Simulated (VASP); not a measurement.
# GaAs (F-43m) in VASP: a series of runs

GaAs is run at these levels: LDA; tasks: single point.

Everything below comes from runs of VASP 6.6.1. Logs are shortened: lines on timing, memory, paths and dates and some standing lists are left out, and cuts for length are marked.

### 1 The cell of the first run

It takes space group F-43m (No. 216, cubic). The conventional cell has a = 5.577 Å, b = 5.577 Å, c = 5.577 Å, α = 90.00°, β = 90.00°, γ = 90.00°. Within 3.2 Å of Ga (site symmetry -43m) lie 4 As at 2.42 Å. Within 3.2 Å of As (site symmetry -43m) lie 4 Ga at 2.42 Å.

### 2 Single point, LDA (21.69 Å³/atom)

Input file INCAR:

```
PREC = Accurate
ENCUT = 520
EDIFF = 1E-6
ISMEAR = -1
SIGMA = 0.05
LREAL = F
LASPH = T
NELM = 80
ALGO = Normal
ISIF = 2
LWAVE = F
LCHARG = F
GGA = CA
NBANDS = 16
```

Input file KPOINTS:

```
Automatic mesh
0
Gamma
  11 11 11
```

Input file POSCAR:

```
GaAs
1.0
    0.0000000000      2.7886446409      2.7886446409
    2.7886446409      0.0000000000      2.7886446409
    2.7886446409      2.7886446409      0.0000000000
Ga As
1 1
Direct
    0.0000000000      0.0000000000      0.0000000000
    0.7500000000      0.7500000000      0.7500000000
```

Potentials or basis: VASP PAW LDA potentials, release 64 (Ga_d, As).

Launch:

```bash
$ cat potpaw_LDA.64/Ga_d/POTCAR potpaw_LDA.64/As/POTCAR > POTCAR
$ mpirun -np 1 vasp_std > vasp.out
```

OUTCAR:

```text
PREC = Accurate
   ENCUT = 520
   EDIFF = 1E-6
   ISMEAR = -1
   LREAL = F
   LASPH = T
   NELM = 80
   ISIF = 2
   GGA = CA

 ion  position               nearest neighbor table
   1  0.000  0.000  0.000-   2 2.42   2 2.42   2 2.42   2 2.42
   2  0.750  0.750  0.750-   1 2.42   1 2.42   1 2.42   1 2.42

  LATTYP: Found a face centered cubic cell.
 ALAT       =     5.5772892818

  Lattice vectors:

 A1 = (   0.0000000000,   2.7886446409,   2.7886446409)
 A2 = (   2.7886446409,   0.0000000000,   2.7886446409)
 A3 = (   2.7886446409,   2.7886446409,   0.0000000000)

Analysis of symmetry for initial positions (statically):
=====================================================================
 Subroutine PRICEL returns:
 Original cell was already a primitive cell.

 Routine SETGRP: Setting up the symmetry group for a
 face centered cubic supercell.

 Subroutine GETGRP returns: Found 24 space group operations
 (whereof 24 operations were pure point group operations)
 out of a pool of 48 trial point group operations.

The static configuration has the point symmetry T_d .

Analysis of symmetry for dynamics (positions and initial velocities):
=====================================================================
 Subroutine PRICEL returns:
 Original cell was already a primitive cell.

 Routine SETGRP: Setting up the symmetry group for a
 face centered cubic supercell.

 Subroutine GETGRP returns: Found 24 space group operations
 (whereof 24 operations were pure point group operations)
 out of a pool of 48 trial point group operations.

The dynamic configuration has the point symmetry T_d .

 Subroutine INISYM returns: Found 24 space group operations
 (whereof 24 operations are pure point group operations),
 and found     1 'primitive' translations

----------------------------------------------------------------------------------------

                                     Primitive cell

  volume of cell :      43.3720

  direct lattice vectors                    reciprocal lattice vectors
     0.000000000  2.788644641  2.788644641    -0.179298571  0.179298571  0.179298571
     2.788644641  0.000000000  2.788644641     0.179298571 -0.179298571  0.179298571
     2.788644641  2.788644641  0.000000000     0.179298571  0.179298571 -0.179298571

  length of vectors
     3.943739072  3.943739072  3.943739072     0.310554235  0.310554235  0.310554235

  position of ions in fractional coordinates (direct lattice)
     0.000000000  0.000000000  0.000000000
     0.750000000  0.750000000  0.750000000

  ion indices of the primitive-cell ions
   primitive index   ion index
                 1           1
                 2           2

----------------------------------------------------------------------------------------

 KPOINTS: Automatic mesh

Automatic generation of k-mesh.
 Grid dimensions read from file:
 generate k-points for:   11   11   11

 Generating k-lattice:

  Cartesian coordinates                     Fractional coordinates (reciprocal lattice)
    -0.016299870  0.016299870  0.016299870     0.090909091  0.000000000  0.000000000
     0.016299870 -0.016299870  0.016299870     0.000000000  0.090909091  0.000000000
     0.016299870  0.016299870 -0.016299870     0.000000000  0.000000000  0.090909091

  Length of vectors
     0.028232203  0.028232203  0.028232203

  Shift w.r.t. Gamma in fractional coordinates (k-lattice)
     0.000000000  0.000000000  0.000000000

 Subroutine IBZKPT returns following result:
 ===========================================

 Found     56 irreducible k-points:

 Following reciprocal coordinates:
            Coordinates               Weight
  0.000000  0.000000  0.000000      1.000000
  0.090909  0.000000  0.000000      8.000000
  0.181818  0.000000  0.000000      8.000000
  0.272727  0.000000  0.000000      8.000000
  0.363636  0.000000  0.000000      8.000000
  0.454545  0.000000  0.000000      8.000000
[... 16 lines left out ...]
 -0.272727  0.181818  0.000000     24.000000
 -0.181818  0.181818  0.000000     12.000000
 [... further k-points ...]
   k-points           NKPTS =     56   k-points in BZ     NKDIM =     56   number of bands    NBANDS=     16
   number of dos      NEDOS =    301   number of ions     NIONS =      2
   total plane-waves  NPLWV =  27000
   dimension x,y,z NGX =    30 NGY =   30 NGZ =   30
   dimension x,y,z NGXF=    60 NGYF=   60 NGZF=   60
   ions per type =               1   1
   NGX,Y,Z   is equivalent  to a cutoff of  12.65, 12.65, 12.65 a.u.
   NGXF,Y,Z  is equivalent  to a cutoff of  25.29, 25.29, 25.29 a.u.
 SYSTEM =  unknown system
   PREC   = accura    normal or accurate (medium, high low for compatibility)
   ISTART =      0    job   : 0-new  1-cont  2-samecut
   ICHARG =      2    charge: 1-file 2-atom 10-const
   ISPIN  =      1    spin polarized calculation?
   LNONCOLLINEAR =      F non collinear calculations
   LSORBIT =      F    spin-orbit coupling
   LASPH  =      T    aspherical Exc in radial PAW
   ENCUT  =  520.0 eV  38.22 Ry    6.18 a.u.   7.33  7.33  7.33*2*pi/ulx,y,z
   NELM   =     80;   NELMIN=  2; NELMDL= -5     # of ELM steps
   EDIFF  = 0.1E-05   stopping-criterion for ELM
   LREAL  =      F    real-space projection
   EDIFFG = 0.1E-04   stopping-criterion for IOM
   NSW    =      0    number of steps for IOM
   IBRION =     -1    ionic relax: 0-MD 1-quasi-New 2-CG
   NFREE  =      0    steps in history (QN), initial steepest desc. (CG)
   ISIF   =      2    stress and relaxation
   ISYM   =      2    0-nonsym 1-usesym 2-fastsym
   POTIM  = 0.5000    time-step for ionic-motion
   TEBEG  =    0.0;   TEEND  =   0.0 temperature during run
   PSTRESS=    0.0 pullay stress
   NELECT =      18.0000    total number of electrons
   NUPDOWN=      -1.0000    fix difference up-down
   EMIN   =  10.00;   EMAX   =-10.00  energy-range for DOS
   EFERMI =   0.00;   METHOD = LEGACY
   ISMEAR =    -1;   SIGMA  =   0.05  broadening in eV -4-tet -1-fermi 0-gaus
   EFERMI_NEDOS =   21; number of points for ismear=-14 and -15
   IALGO  =     38    algorithm
   IMIX   =      4    mixing-type and parameters
     AMIX     =   0.40;   BMIX     =  1.00
     AMIX_MAG =   1.60;   BMIX_MAG =  1.00
  volume/ion in A,a.u.               =      21.69       146.34
  Fermi-wavevector in a.u.,A,eV,Ry     =   1.221132  2.307604 20.288498  1.491163
  Thomas-Fermi vector in A             =   2.356325
   LORBIT       =      0    0 simple, 1 ext, 2 COOP (PROOUT), +10 PAW based schemes
   GGA     = CA    functional components
   LHFCALC =     F    Hartree Fock is set to
   AEXX    =    0.0000 exact exchange contribution
   IVDW    =     0    specifies the selected vdW correction
   LEPSILON=     F    determine dielectric tensor
   LRPA    =     F    only Hartree local field effects (RPA)
 non-spin polarized calculation
  energy-cutoff  :      520.00
  volume of cell :       43.37
 maximum number of plane-waves:      1211
 NGX is ok and might be reduce to    30
   NGX = 15   NGY = 15   NGZ = 15

 number of electron      18.0000015 magnetization

 Free energy of the ion-electron system (eV)
  ---------------------------------------------------
  ext. energy  EPLUGINS =         0.00000000
  ---------------------------------------------------
  free energy    TOTEN  =        -9.63840473 eV

  energy without entropy =       -9.63840061  energy(sigma->0) =       -9.63840267

 E-fermi :   4.5577     XC(G=0): -10.0937

 val. band max:        4.1985621815   @ k =   0.0000   0.0000   0.0000
 cond. band min:       4.8413815071   @ k =   0.0000   0.0000   0.0000
 fundamental gap:      0.6428193256
 Fermi energy:         4.5576801133

 k-point     1 :       0.0000    0.0000    0.0000
  band No.  band energies     occupation
      1     -10.8085      2.00000
      2     -10.8085      2.00000
      3     -10.8085      2.00000
      4     -10.7200      2.00000
      5     -10.7200      2.00000
      6      -8.8662      2.00000
[... 8 lines left out ...]
     15      14.4734      0.00000
     16      14.4734      0.00000

 k-point     2 :       0.0909    0.0000    0.0000
  band No.  band energies     occupation
      1     -10.8172      2.00000
      2     -10.8063      2.00000
      3     -10.8063      2.00000
      4     -10.7201      2.00000
      5     -10.7201      2.00000
      6      -8.7630      2.00000
[... 8 lines left out ...]
     15      13.7985      0.00000
     16      13.7985      0.00000

 k-point     3 :       0.1818    0.0000    0.0000
  band No.  band energies     occupation
      1     -10.8389      2.00000
      2     -10.8007      2.00000
      3     -10.8007      2.00000
      4     -10.7202      2.00000
      5     -10.7202      2.00000
      6      -8.4643      2.00000
[... 8 lines left out ...]
     15      13.2321      0.00000
     16      13.2321      0.00000

 k-point     4 :       0.2727    0.0000    0.0000
  band No.  band energies     occupation
      1     -10.8645      2.00000
      2     -10.7943      2.00000
      3     -10.7943      2.00000
      4     -10.7194      2.00000
      5     -10.7194      2.00000
      6      -8.0045      2.00000
[... 8 lines left out ...]
     15      13.3862      0.00000
     16      13.3862      0.00000

 k-point     5 :       0.3636    0.0000    0.0000
  band No.  band energies     occupation
      1     -10.8859      2.00000
      2     -10.7894      2.00000
      3     -10.7894      2.00000
      4     -10.7175      2.00000
      5     -10.7175      2.00000
      6      -7.4640      2.00000
[... 8 lines left out ...]
     15      14.3261      0.00000
     16      14.3261      0.00000

 k-point     6 :       0.4545    0.0000    0.0000
  band No.  band energies     occupation
      1     -10.8979      2.00000
      2     -10.7870      2.00000
      3     -10.7870      2.00000
      4     -10.7159      2.00000
      5     -10.7159      2.00000
      6      -7.0390      2.00000
[... 8 lines left out ...]
     15      15.7476      0.00000
     16      15.7476      0.00000

 k-point     7 :       0.0909    0.0909    0.0000
  band No.  band energies     occupation
      1     -10.8222      2.00000
      2     -10.8043      2.00000
      3     -10.8043      2.00000
      4     -10.7217      2.00000
      5     -10.7188      2.00000
      6      -8.7288      2.00000
[... 8 lines left out ...]
     15      12.9366      0.00000
     16      14.6095      0.00000

 k-point     8 :       0.1818    0.0909    0.0000
  band No.  band energies     occupation
      1     -10.8396      2.00000
      2     -10.7997      2.00000
      3     -10.7987      2.00000
      4     -10.7235      2.00000
      5     -10.7178      2.00000
      6      -8.4953      2.00000
[... 8 lines left out ...]
     15      13.4476      0.00000
     16      14.2489      0.00000

 k-point     9 :       0.2727    0.0909    0.0000
  band No.  band energies     occupation
      1     -10.8622      2.00000
      2     -10.7943      2.00000
      3     -10.7920      2.00000
      4     -10.7241      2.00000
      5     -10.7167      2.00000
      6      -8.0875      2.00000
[... 8 lines left out ...]
     15      13.8919      0.00000
     16      14.1969      0.00000
[... 172 lines left out ...]
 k-point    19 :       0.3636    0.1818    0.0000
  band No.  band energies     occupation
      1     -10.8899      2.00000
      2     -10.7828      2.00000
      3     -10.7795      2.00000
      4     -10.7306      2.00000
      5     -10.7128      2.00000
      6      -7.5079      2.00000
[... 8 lines left out ...]
     15      15.2187      0.00000
     16      15.6448      0.00000

 k-point    20 :       0.4545    0.1818    0.0000
  band No.  band energies     occupation
      1     -10.9017      2.00000
      2     -10.7813      2.00000
      3     -10.7763      2.00000
      4     -10.7279      2.00000
      5     -10.7129      2.00000
      6      -7.0028      2.00000
[... 8 lines left out ...]
     15      15.8458      0.00000
     16      16.6157      0.00000

 k-point    21 :      -0.4545    0.1818    0.0000
  band No.  band energies     occupation
      1     -10.9058      2.00000
      2     -10.7813      2.00000
      3     -10.7761      2.00000
      4     -10.7239      2.00000
      5     -10.7152      2.00000
      6      -6.7125      2.00000
[... 8 lines left out ...]
     15      15.3980      0.00000
     16      15.6567      0.00000

 k-point    22 :      -0.3636    0.1818    0.0000
  band No.  band energies     occupation
      1     -10.9012      2.00000
      2     -10.7824      2.00000
      3     -10.7788      2.00000
      4     -10.7203      2.00000
      5     -10.7191      2.00000
      6      -6.8770      2.00000
[... 8 lines left out ...]
     15      13.8671      0.00000
     16      15.7336      0.00000

 k-point    23 :      -0.2727    0.1818    0.0000
  band No.  band energies     occupation
      1     -10.8890      2.00000
      2     -10.7847      2.00000
      3     -10.7843      2.00000
      4     -10.7225      2.00000
      5     -10.7183      2.00000
      6      -7.3478      2.00000
[... 8 lines left out ...]
     15      14.6828      0.00000
     16      16.5192      0.00000

 k-point    24 :      -0.1818    0.1818    0.0000
  band No.  band energies     occupation
      1     -10.8716      2.00000
      2     -10.7916      2.00000
      3     -10.7887      2.00000
      4     -10.7236      2.00000
      5     -10.7178      2.00000
      6      -7.8495      2.00000
[... 8 lines left out ...]
     15      14.4789      0.00000
     16      15.2264      0.00000

 [... further k-points ...]
[... 5 lines left out ...]
  --------------------------------------------------------------------------------------
  -------------------------------------------------------------------------------------
  Total        0.3818028      0.3818028      0.3818028     -0.0000000     -0.0000000      0.0000000
  in kB       14.1039306     14.1039306     14.1039306     -0.0000000     -0.0000000      0.0000000
  external PRESSURE =      14.1039306 kB  Pullay stress =       0.0000000 kB

 VOLUME and BASIS-vectors are now :
 -----------------------------------------------------------------------------
  energy-cutoff  :      520.00
  volume of cell :       43.37
      direct lattice vectors                 reciprocal lattice vectors
     0.000000000  2.788644641  2.788644641    -0.179298571  0.179298571  0.179298571
     2.788644641  0.000000000  2.788644641     0.179298571 -0.179298571  0.179298571
     2.788644641  2.788644641  0.000000000     0.179298571  0.179298571 -0.179298571

 POSITION                                       TOTAL-FORCE (eV/Angst)
 -----------------------------------------------------------------------------------
      0.00000      0.00000      0.00000        -0.000000     -0.000000     -0.000000
      4.18297      4.18297      4.18297         0.000000      0.000000      0.000000
 -----------------------------------------------------------------------------------
    total drift:                                0.000000      0.000000      0.000000

  FREE ENERGIE OF THE ION-ELECTRON SYSTEM (eV)
  ---------------------------------------------------
  free  energy   TOTEN  =        -9.6384047331 eV

  energy  without entropy=       -9.6384006132  energy(sigma->0) =       -9.63840267
```

It took 47 s on 1 thread of Intel Xeon 8259CL, shared host; peak memory 0.17 GiB.

What came out:

```
Free energy            : -9.6384 eV
Pressure               : 1.4 GPa
Band gap on the k mesh : 0.64 eV
```

Caveat: semilocal functionals underestimate gaps, and a narrow one can read as zero; an odd mesh through Γ misses points on the zone boundary, where band edges can lie.

### 3 Single point, LDA (22.36 Å³/atom)

This run uses another cell than the first one, of 22.36 Å³/atom.

Input file INCAR:

```
SYSTEM = GaAs
ALGO = Normal
EDIFF = 1E-6
ENCUT = 520
GGA = CA
ISIF = 2
ISMEAR = -1
LASPH = .TRUE.
LCHARG = .TRUE.
LELF = .TRUE.
LREAL = .FALSE.
LVHAR = .TRUE.
LWAVE = .FALSE.
NBANDS = 16
NELM = 100
PREC = Accurate
SIGMA = 0.05
```

Input file KPOINTS:

```
k-points
0
G
  11 11 11
  0 0 0
```

Input file POSCAR:

```
GaAs
1.0
    0.0000000000      2.8173955816      2.8173955816
    2.8173955816      0.0000000000      2.8173955816
    2.8173955816      2.8173955816      0.0000000000
Ga As
1 1
Direct
    0.0000000000      0.0000000000      0.0000000000
    0.7500000000      0.7500000000      0.7500000000
```

Potentials or basis: VASP PAW LDA potentials, release 64 (Ga_d, As).

Launch:

```bash
$ cat potpaw_LDA.64/Ga_d/POTCAR potpaw_LDA.64/As/POTCAR > POTCAR
$ mpirun -np 1 vasp_std > vasp.out
```

It took 54 s on 1 thread of Intel Xeon 8259CL, shared host; peak memory 0.17 GiB.

Results (log left out):

| Quantity | Value |
| --- | --- |
| Free energy | -9.6403 eV |
| Pressure | -0.9 GPa |
| Band gap on the k mesh | 0.41 eV |

Levels at points of the mesh, in eV from the valence-band top:
```
           k point  band 7  band 8  band 9  band 10  band 11  band 12
(0.00, 0.00, 0.00)    0.00    0.00    0.00     0.41     3.68     3.68
```

Caveat: semilocal functionals underestimate gaps, and a narrow one can read as zero.

### 4 Single point, LDA (23.04 Å³/atom)

This run uses another cell than the first one, of 23.04 Å³/atom.

Input file INCAR:

```
SYSTEM = GaAs
PREC = Accurate
ENCUT = 520
EDIFF = 1E-7
ISMEAR = -1
SIGMA = 0.05
LREAL = .FALSE.
LASPH = .TRUE.
NELM = 100
ALGO = Normal
ISIF = 2
LWAVE = .FALSE.
LCHARG = .FALSE.
NBANDS = 16
```

Input file KPOINTS:

```
regular mesh
0
G
  11 11 11
  0 0 0
```

Input file POSCAR:

```
GaAs
1.0
    0.0000000000      2.8455714065      2.8455714065
    2.8455714065      0.0000000000      2.8455714065
    2.8455714065      2.8455714065      0.0000000000
Ga As
1 1
Direct
    0.0000000000      0.0000000000      0.0000000000
    0.7500000000      0.7500000000      0.7500000000
```

Launch:

```bash
$ cat potpaw_LDA.64/Ga_d/POTCAR potpaw_LDA.64/As/POTCAR > POTCAR
$ mpirun -np 1 vasp_std > vasp.out
```

Wall time 66 s (1 thread of Intel Xeon 8259CL, shared host); peak memory 0.18 GiB.

The run converged. Its results:

```
Free energy            : -9.6242 eV
Pressure               : -2.8 GPa
Band gap on the k mesh : 0.19 eV
```

Levels at points of the mesh, in eV from the valence-band top:
```
           k point  band 7  band 8  band 9  band 10  band 11  band 12
(0.00, 0.00, 0.00)    0.00    0.00    0.00     0.19     3.67     3.67
```

Caveat: semilocal functionals underestimate gaps, and a narrow one can read as zero.

### 5 Single point, LDA (23.94 Å³/atom)

This run uses another cell than the first one, of 23.94 Å³/atom.

Input file INCAR:

```
  PREC = Accurate
  ENCUT = 520
  EDIFF = 1E-6
  ISMEAR = -1
  SIGMA = 0.05
  LREAL = False
  LASPH = True
  NELM = 60
  ALGO = Normal
  ISIF = 2
  LWAVE = False
  LCHARG = True
  GGA = CA
  LELF = True
  LVHAR = True
  NBANDS = 16
```

Input file KPOINTS:

```
Automatic mesh
0
Gamma
  11 11 11
```

Input file POSCAR:

```
GaAs
1.0
    0.0000000000      2.8822925071      2.8822925071
    2.8822925071      0.0000000000      2.8822925071
    2.8822925071      2.8822925071      0.0000000000
Ga As
1 1
Direct
    0.0000000000      0.0000000000      0.0000000000
    0.7500000000      0.7500000000      0.7500000000
```

Launch:

```bash
$ cat potpaw_LDA.64/Ga_d/POTCAR potpaw_LDA.64/As/POTCAR > POTCAR
$ mpirun -np 1 vasp_std > vasp.out
```

Run time: 62 s. Hardware: 1 thread of Intel Xeon 8259CL, shared host; peak memory 0.17 GiB.

The run converged. Its results:

- Free energy: -9.5799 eV
- Pressure: -4.9 GPa
- Band gap on the k mesh: zero (filled and empty bands touch)

Levels at points of the mesh, in eV from the Fermi level:
| k point | band 7 | band 8 | band 9 | band 10 | band 11 | band 12 |
| --- | --- | --- | --- | --- | --- | --- |
| (0.00, 0.00, 0.00) | -0.17 | -0.08 | -0.08 | -0.08 | 3.58 | 3.58 |

Caveat: the cell stands under tension; semilocal functionals underestimate gaps, and a narrow one can read as zero.

### 6 Overview

```tsv
cell	gap on the mesh (eV)	pressure (GPa)
a = 3.944 Å, angles 60.0°, 2 atoms	0.64	1.4
a = 3.984 Å, angles 60.0°, 2 atoms	0.41	-0.9
a = 4.024 Å, angles 60.0°, 2 atoms	0.19	-2.8
a = 4.076 Å, angles 60.0°, 2 atoms	none	-4.9
```

Alike in all rows: task single point; level LDA; potentials or basis VASP PAW LDA potentials, release 64 (Ga_d, As); no spin polarisation; k mesh 11 × 11 × 11; cutoff (eV) 520; smearing fermi-dirac 0.05 eV.

Caveats: semilocal functionals underestimate gaps, and a narrow one can read as zero; an odd mesh through Γ misses points on the zone boundary, where band edges can lie (at least some runs); the cell stands under tension (at least some runs).

Total energies depend on the potentials used, so only differences within one code and one set of settings carry meaning.

The gap in the log of VASP goes by the Fermi energy; the results here count the filled bands.